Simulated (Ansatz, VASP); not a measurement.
# Two plane-wave programs on Zr

```xyz
8
Lattice="5.6080 0.0000 0.0000 0.0000 5.6080 0.0000 0.0000 0.0000 5.6080" Properties=species:S:1:pos:R:3 pbc="T T T"
Zr    0.0000    5.6080    5.6080
Zr    2.8040    2.8040    2.8040
Zr    1.4020    0.0000    2.8040
Zr    4.2060    5.6080    2.8040
Zr    2.8040    1.4020    0.0000
Zr    2.8040    4.2060    5.6080
Zr    0.0000    2.8040    1.4020
Zr    0.0000    2.8040    4.2060
```

Alike in both runs: functional PBEsol; k mesh 5 × 5 × 5; occupations fermi-dirac, width 0.1 eV; no spin polarisation.

Ansatz relaxed the structure, and its values are those at the end. VASP's run is a single point on that final structure, the one shown.

```csv
,VASP,Ansatz
version,VASP 6.6.1,Ansatz 0.2.0
potentials or method,"VASP PAW PBE potentials, release 64 (Zr_sv), cutoff 520 eV","plane waves (420 eV) with PAW, scalar-relativistic"
valence electrons in the cell,96,96
```

|  | VASP | Ansatz | Ansatz less VASP |
| --- | --- | --- | --- |
| pressure (GPa) | 0.1 | 0.0 | -0.08 |

VASP's potentials were made for PBE, not for PBEsol, and Ansatz warns of the same on its side. The functional is the same, so the differences come from potentials, cutoffs and numerics.
